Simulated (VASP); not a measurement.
A run of VASP 6.6.1 is set up as follows.

File INCAR:

```
SYSTEM = ZnS
PREC     = Accurate       ! precision mode
ENCUT    = 520            ! plane-wave cutoff, eV
EDIFF    = 1E-6           ! SCF threshold, eV
ISMEAR   = 0              ! smearing method
SIGMA    = 0.05           ! smearing width, eV
LREAL    = .FALSE.        ! projectors in reciprocal space
LASPH    = .TRUE.         ! aspherical terms in the spheres
NELM     = 100            ! most SCF steps
ALGO     = Normal         ! electronic algorithm
ISIF     = 2              ! what is computed and relaxed
LWAVE    = .FALSE.        ! write WAVECAR
LCHARG   = .FALSE.        ! write CHGCAR
GGA      = PS             ! functional
NBANDS   = 16             ! bands
```

The input KPOINTS:

```
Automatic mesh
0
G
  10 10 10
  0 0 0
```

File POSCAR:

```
ZnS
1.0
    1.4171570910      3.5428927274      3.5428927274
    3.5428927274      1.4171570910      3.5428927274
    3.5428927274      3.5428927274      1.4171570910
Zn S
1 1
Direct
    0.0000000000      0.0000000000      0.0000000000
    0.7500000000      0.7500000000      0.7500000000
```

Potentials or basis: VASP PAW PBE potentials, release 64 (Zn, S).

Launch:

```console
$ cat potpaw_PBE.64/Zn/POTCAR potpaw_PBE.64/S/POTCAR > POTCAR
$ mpirun -np 1 vasp_std > vasp.out
```

Task: Estimate the largest force.

Result: 2.398 eV/Å.

Task: What does it give for the band gap on the k mesh?

Result: Zero (band 9 reaches 4.48 eV, above the bottom of band 10 at 2.99 eV).

Stress tensor (GPa, compression positive):
```
24.57 -8.70 -8.70
-8.70 24.57 -8.70
-8.70 -8.70 24.57
```

Caveat: the PAW data sets were made with another functional, which shifts forces and pressure a little.
